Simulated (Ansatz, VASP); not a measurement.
## One calculation of SrO, two programs

```xyz
2
Lattice="0.0000 2.5799 2.5799 2.5799 0.0000 2.5799 2.5799 2.5799 0.0000" Properties=species:S:1:pos:R:3 pbc="T T T"
Sr    0.0000    0.0000    0.0000
O     2.5799    2.5799    2.5799
```

Alike in both runs: task single point; functional PBE-based screened hybrid; k mesh 4 × 4 × 4; no spin polarisation.

|  | VASP | Ansatz |
| --- | --- | --- |
| version | VASP 6.6.1 | Ansatz 0.2.0 |
| potentials or method | VASP PAW PBE potentials, release 64 (Sr_sv, O) | plane waves |
| plane-wave cutoff (eV) | 520 | 420 |
| occupations | gaussian, width 0.01 eV | fixed |
| valence electrons in the cell | 16 | 16 |

|  | VASP | Ansatz | Ansatz less VASP |
| --- | --- | --- | --- |
| gap on the k mesh at the Fermi level (eV) | 4.75 | 4.80 | +0.050 |
| pressure (GPa) | -0.1 | -0.6 | -0.52 |

VASP's potentials were made for PBE, not for PBE-based screened hybrid. Ansatz's warnings: stress exchange threshold loose, stress scf threshold loose.

The k mesh is coarse, so the values compare programs but aren't converged.
